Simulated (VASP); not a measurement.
# Al (P6_3/mmc) in VASP: notebook, part 3 of 3

VASP 6.6.1. The steps go on from the part before.

**5. Single point, PBEsol (volume scaled by 1.08)**

Contents of INCAR:

```
SYSTEM = Al
  PREC = Accurate
  ENCUT = 520
  EDIFF = 1E-6
  ISMEAR = -1
  SIGMA = 0.1
  LREAL = .False.
  LASPH = .True.
  NELM = 60
  ALGO = Normal
  ISIF = 2
  LWAVE = .False.
  LCHARG = .False.
  GGA = PS
  NBANDS = 10
```

Contents of KPOINTS:

```
Automatic mesh
0
Gamma
  14 14 8
  0 0 0
```

Contents of POSCAR:

```
Al
1.0
    2.9317349265      0.0000000000      0.0000000000
   -1.4658674632      2.5389569235      0.0000000000
    0.0000000000      0.0000000000      4.7301799621
Al
2
Direct
    0.3333333333      0.6666666667      0.2500000000
    0.6666666667      0.3333333333      0.7500000000
```

Potentials or basis: VASP PAW PBE potentials, release 64 (Al).

Started as:

```console
> cat potpaw_PBE.64/Al/POTCAR > POTCAR
> mpirun -np 1 vasp_std > vasp.out
```

OUTCAR:

```text
SYSTEM = Al
   PREC = Accurate
   ENCUT = 520
   EDIFF = 1E-6
   ISMEAR = -1
   LREAL = .False.
   LASPH = .True.
   NELM = 60
   ISIF = 2
   GGA = PS

 ion  position               nearest neighbor table
   1  0.333  0.667  0.250-   2 2.91   2 2.91   2 2.91   2 2.91   2 2.91   2 2.91
   2  0.667  0.333  0.750-   1 2.91   1 2.91   1 2.91   1 2.91   1 2.91   1 2.91

  LATTYP: Found a hexagonal cell.
 ALAT       =     2.9317349265
 C/A-ratio  =     1.6134405329

  Lattice vectors:

 A1 = (   2.9317349265,   0.0000000000,   0.0000000000)
 A2 = (  -1.4658674632,   2.5389569235,   0.0000000000)
 A3 = (   0.0000000000,   0.0000000000,   4.7301799621)

Analysis of symmetry for initial positions (statically):
=====================================================================
 Subroutine PRICEL returns:
 Original cell was already a primitive cell.

 Routine SETGRP: Setting up the symmetry group for a
 hexagonal supercell.

 Subroutine GETGRP returns: Found 24 space group operations
 (whereof 12 operations were pure point group operations)
 out of a pool of 24 trial point group operations.

[... 165 lines left out ...]

 val. band max:        7.2780494317   @ k =   0.4286  -0.0000   0.0000
 cond. band min:       7.2868540704   @ k =   0.2857   0.0714   0.2500
 fundamental gap:      0.0088046386
 Fermi energy:         7.2847826345

 k-point     1 :       0.0000    0.0000    0.0000
  band No.  band energies     occupation
      1      -3.4009      2.00000
      2       3.0160      2.00000
      3       3.1412      2.00000
      4      17.1214      0.00000
      5      17.1214      0.00000
      6      17.7400      0.00000
      7      17.7400      0.00000
      8      19.1763      0.00000
      9      20.4762      0.00000
     10      21.0666      0.00000
[... 287 lines left out ...]
 k-point    24 :       0.3571    0.2857    0.0000
  band No.  band energies     occupation
      1       3.4389      2.00000
      2       3.6866      2.00000
      3       5.1453      2.00000
      4       9.1971      0.00000
      5       9.6027      0.00000
      6       9.8593      0.00000
      7      10.5673      0.00000
      8      11.7913      0.00000
      9      11.8042      0.00000
     10      23.0179      0.00000

 [... further k-points ...]
[... 5 lines left out ...]
  --------------------------------------------------------------------------------------
  -------------------------------------------------------------------------------------
  Total       -1.2105894     -1.2105894     -0.9198963     -0.0000000      0.0000000      0.0000000
  in kB      -55.0870796    -55.0870796    -41.8592817     -0.0000000      0.0000000      0.0000000
  external PRESSURE =     -50.6778136 kB  Pullay stress =       0.0000000 kB

 VOLUME and BASIS-vectors are now :
 -----------------------------------------------------------------------------
  energy-cutoff  :      520.00
  volume of cell :       35.21
      direct lattice vectors                 reciprocal lattice vectors
     2.931734926  0.000000000  0.000000000     0.341094957  0.196931265  0.000000000
    -1.465867463  2.538956923  0.000000000     0.000000000  0.393862531  0.000000000
     0.000000000  0.000000000  4.730179962     0.000000000  0.000000000  0.211408447

 POSITION                                       TOTAL-FORCE (eV/Angst)
 -----------------------------------------------------------------------------------
     -0.00000      1.69264      1.18254        -0.000000     -0.000000      0.000000
      1.46587      0.84632      3.54763         0.000000      0.000000      0.000000
 -----------------------------------------------------------------------------------
    total drift:                                0.000000     -0.000000      0.000000

  FREE ENERGIE OF THE ION-ELECTRON SYSTEM (eV)
  ---------------------------------------------------
  free  energy   TOTEN  =        -8.0821722750 eV

  energy  without entropy=       -8.0508855236  energy(sigma->0) =       -8.06652890
```

OSZICAR:

```text
N       E                     dE             d eps       ncg     rms          rms(c)
DAV:   1    -0.112720123702E+01   -0.11272E+01   -0.22662E+03  2400   0.466E+02
DAV:   2    -0.799260016389E+01   -0.68654E+01   -0.66354E+01  3194   0.524E+01
DAV:   3    -0.813938923258E+01   -0.14679E+00   -0.14551E+00  3220   0.615E+00
DAV:   4    -0.814001536606E+01   -0.62613E-03   -0.62606E-03  2872   0.447E-01
DAV:   5    -0.814002099155E+01   -0.56255E-05   -0.56256E-05  2912   0.431E-02    0.179E+00
DAV:   6    -0.810523192663E+01    0.34789E-01   -0.53839E-03  2746   0.346E-01    0.102E+00
DAV:   7    -0.808229792087E+01    0.22934E-01   -0.13507E-02  2600   0.529E-01    0.182E-01
DAV:   8    -0.808217498749E+01    0.12293E-03   -0.12534E-04  3356   0.649E-02    0.620E-03
DAV:   9    -0.808217335996E+01    0.16275E-05   -0.11165E-06  2734   0.564E-03    0.219E-03
DAV:  10    -0.808217227073E+01    0.10892E-05   -0.47809E-08  1524   0.120E-03    0.146E-04
DAV:  11    -0.808217227502E+01   -0.42861E-08   -0.52557E-09  1364   0.446E-04
   1 F= -.80821723E+01 E0= -.80665289E+01  d E =-.312868E-01
```

stdout:

```text
POSCAR found type information on POSCAR Al
 POSCAR found :  1 types and       2 ions
 scaLAPACK will be used
 -----------------------------------------------------------------------------
|                                                                             |
|                                                                             |
|     You enforced a specific xc type in the INCAR file but a different       |
|     I HOPE YOU KNOW WHAT YOU ARE DOING!                                     |
|                                                                             |
 -----------------------------------------------------------------------------

 LDA part: xc-table for (Slater+PW92), standard interpolation
 POSCAR, INCAR and KPOINTS ok, starting setup
 FFT: planning ... GRIDC
 FFT: planning ... GRID_SOFT
 FFT: planning ... GRID
 WAVECAR not read
 entering main loop
```

It took 22 s on 1 thread of AMD EPYC 9R45 (Zen 5), shared host; peak memory 0.13 GiB.

What came out:

```yaml
Free_energy: -8.0822 eV
Pressure: -5.1 GPa
Band_gap_on_the_k_mesh: zero (band 3 reaches 11.53 eV, above the bottom of band 4 at 4.13 eV)
```

Levels at points of the mesh, in eV from the Fermi level:
```tsv
k point	band 1	band 2	band 3	band 4	band 5	band 6
(0.00, 0.00, 0.00)	-10.69	-4.27	-4.14	9.84	9.84	10.46
(0.50, 0.00, 0.00)	-5.20	-4.91	0.63	1.14	1.59	1.67
(0.00, 0.00, 0.50)	-9.04	-9.04	3.53	3.53	11.18	11.18
(0.50, 0.00, 0.50)	-3.74	-3.74	-3.16	-3.16	6.59	6.59
```

Caveat: the PAW data sets were made with another functional, which shifts forces and pressure a little.

**6. Single point, PBEsol (volume scaled by 1.12)**

Contents of INCAR:

```
PREC     = Accurate       # precision mode
ENCUT    = 520            # plane-wave cutoff, eV
EDIFF    = 1E-6           # SCF threshold, eV
ISMEAR   = -1             # smearing method
SIGMA    = 0.1            # smearing width, eV
LREAL    = F              # projectors in reciprocal space
LASPH    = T              # aspherical terms in the spheres
NELM     = 60             # most SCF steps
ALGO     = Normal         # electronic algorithm
ISIF     = 2              # what is computed and relaxed
LWAVE    = F              # write WAVECAR
LCHARG   = F              # write CHGCAR
GGA      = PS             # functional
NBANDS   = 10             # bands
```

Contents of KPOINTS:

```
Automatic mesh
0
Gamma
  14 14 8
```

Contents of POSCAR:

```
Al
1.0
    2.9674913154      0.0000000000      0.0000000000
   -1.4837456577      2.5699228647      0.0000000000
    0.0000000000      0.0000000000      4.7878707693
Al
2
Direct
    0.3333333333      0.6666666667      0.2500000000
    0.6666666667      0.3333333333      0.7500000000
```

Potentials or basis: VASP PAW PBE potentials, release 64 (Al).

Started as:

```console
> cat potpaw_PBE.64/Al/POTCAR > POTCAR
> mpirun -np 1 vasp_std > vasp.out
```

It took 22 s on 1 thread of AMD EPYC 9R45 (Zen 5), shared host; peak memory 0.13 GiB.

It converged, with:

```
Free energy            : -8.0333 eV
Pressure               : -6.9 GPa
Band gap on the k mesh : zero (band 3 reaches 11.10 eV, above the bottom of band 4 at 3.82 eV)
```

Stress tensor (GPa, compression positive):
```
-7.29  0.00  0.00
 0.00 -7.29  0.00
 0.00  0.00 -6.09
```

Levels at points of the mesh, in eV from the Fermi level:
| k point | band 1 | band 2 | band 3 | band 4 | band 5 | band 6 |
| --- | --- | --- | --- | --- | --- | --- |
| (0.00, 0.00, 0.00) | -10.44 | -4.13 | -4.09 | 9.56 | 9.56 | 10.26 |
| (0.50, 0.00, 0.00) | -5.11 | -4.77 | 0.64 | 1.08 | 1.57 | 1.64 |
| (0.00, 0.00, 0.50) | -8.83 | -8.83 | 3.46 | 3.46 | 10.89 | 10.89 |
| (0.50, 0.00, 0.50) | -3.64 | -3.64 | -3.10 | -3.10 | 6.42 | 6.42 |

Caveat: the PAW data sets were made with another functional, which shifts forces and pressure a little.

**7. Overview**

| cell | gap on the mesh (eV) | pressure (GPa) |
| --- | --- | --- |
| a = 2.819, b = 2.819, c = 4.548 Å, angles 90.0, 90.0, 120.0°, 2 atoms | none | 3.6 |
| a = 2.857, b = 2.857, c = 4.610 Å, angles 90.0, 90.0, 120.0°, 2 atoms | none | 0.1 |
| a = 2.895, b = 2.895, c = 4.671 Å, angles 90.0, 90.0, 120.0°, 2 atoms | none | -2.8 |
| a = 2.932, b = 2.932, c = 4.730 Å, angles 90.0, 90.0, 120.0°, 2 atoms | none | -5.1 |
| a = 2.967, b = 2.967, c = 4.788 Å, angles 90.0, 90.0, 120.0°, 2 atoms | none | -6.9 |

Alike in all rows: task single point; level PBEsol; potentials or basis VASP PAW PBE potentials, release 64 (Al); no spin polarisation; k mesh 14 × 14 × 8; cutoff (eV) 520; smearing fermi-dirac 0.1 eV.

Caveats: the PAW data sets were made with another functional, which shifts forces and pressure a little.

Total energies depend on the potentials used, so only differences within one code and one set of settings carry meaning.
